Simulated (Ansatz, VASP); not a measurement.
# InSe: VASP beside Ansatz

```xyz
4
Lattice="4.2280 0.0000 0.0000 -2.1140 3.6616 0.0000 0.0000 0.0000 36.7200" Properties=species:S:1:pos:R:3 pbc="T T T"
Se    0.0000    0.0000   15.7835
Se    0.0000    0.0000   20.9355
In    2.1140    1.2205   17.0228
In    2.1140    1.2205   19.6962
```

Alike in both runs: task single point; functional PBE; dispersion D3(BJ); k mesh 9 × 9 × 1; occupations gaussian, width 0.02 eV; no spin polarisation.

|  | VASP | Ansatz |
| --- | --- | --- |
| version | VASP 6.6.1 | Ansatz 0.2.0 |
| potentials or method | VASP PAW PBE potentials, release 64 (Se, In_d), cutoff 520 eV | scalar-relativistic, plane waves, PAW |
| valence electrons in the cell | 38 | 58 |

VASP gave:

```
gap on the k mesh at the Fermi level (eV) : 1.01
least direct gap on the mesh (eV)         : 1.08
rms of the force components (eV/Å)        : 0.453
```

Problem. What did Ansatz give for the same quantities?

Solution. gap on the k mesh at the Fermi level (eV): 1.02; least direct gap on the mesh (eV): 1.09; rms of the force components (eV/Å): 0.460.

VASP's potentials hold 38 valence electrons a cell and Ansatz's 58, so a difference there can come from the potentials and not from the codes. Ansatz's warnings: structure snapped to symmetry.
